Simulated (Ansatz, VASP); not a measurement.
## NiO2: VASP beside Ansatz

POSCAR

```
NiO2
1.0
    2.7762368349      0.0000000000      0.0000000000
   -1.3881184174      2.4042916259      0.0000000000
    0.0000000000      0.0000000000      4.6069963193
Ni O
1 2
Direct
    0.0000000000      0.0000000000      0.5000000000
    0.6666666667      0.3333333333      0.7038965614
    0.3333333333      0.6666666667      0.2961034386
```

File INCAR.step1:

```
SYSTEM = NiO2
  PREC = Accurate
  ENCUT = 520
  ISMEAR = 0
  SIGMA = 0.02
  LREAL = .FALSE.
  LASPH = .TRUE.
  NELM = 80
  NBANDS = 18
  GGA = PE
  ALGO = Normal
  EDIFF = 1E-4
  LWAVE = .TRUE.
  LCHARG = .FALSE.
```

File INCAR.step2:

```
SYSTEM = NiO2
  PREC = Accurate
  ENCUT = 520
  EDIFF = 1E-6
  ISMEAR = 0
  SIGMA = 0.02
  LREAL = .FALSE.
  LASPH = .TRUE.
  NELM = 80
  ALGO = Normal
  ISIF = 2
  LWAVE = .FALSE.
  LCHARG = .TRUE.
  METAGGA = R2SCAN
  LMIXTAU = .TRUE.
  LELF = .TRUE.
  LVHAR = .TRUE.
  NBANDS = 18
  ISTART = 1
```

The input KPOINTS:

```
regular mesh
0
G
  12 12 6
  0 0 0
```

Input for Ansatz:

```yaml
crystal:
  lattice:
    - [2.7762368349, 0.0, 0.0]
    - [-1.3881184174, 2.4042916259, 0.0]
    - [0.0, 0.0, 4.6069963193]
  atoms:
    - { symbol: Ni, position: [0.0, 0.0, 0.5] }
    - { symbol: O, position: [0.6666666667, 0.3333333333, 0.7038965614] }
    - { symbol: O, position: [0.3333333333, 0.6666666667, 0.2961034386] }
basis:
  ecutwfc: 500
kpoints:
  mp_grid: { grid: [12, 12, 6] }
  band_path: { path: [VBM, CBM], npoints: 2 }
hamiltonian:
  xc: r2scan
scf:
  occupations: { method: gaussian, width: 0.02 }
output:
  forces: false
  stress: false
  eigenvalues: true
checkpoint:
  read: start.run
  write: ck
  compress: false
  write_wavefunctions: false
  write_every: 100000
```

Alike in both runs: task single point; functional r2SCAN; k mesh 12 × 12 × 6; occupations gaussian, width 0.02 eV; no spin polarisation.

|  | VASP | Ansatz |
| --- | --- | --- |
| version | VASP 6.6.1 | Ansatz 0.2.0 |
| potentials or method | VASP PAW PBE potentials, release 64 (Ni, O), cutoff 520 eV | scalar-relativistic, plane waves, PAW |
| valence electrons in the cell | 22 | 30 |

```csv
,VASP,Ansatz,Ansatz less VASP
gap on the k mesh at the Fermi level (eV),1.40,1.47,+0.067
least direct gap on the mesh (eV),1.60,1.67,+0.071
```

VASP's potentials were made for PBE, not for r2SCAN. VASP's potentials hold 22 valence electrons a cell and Ansatz's 30, so a difference there can come from the potentials and not from the codes.
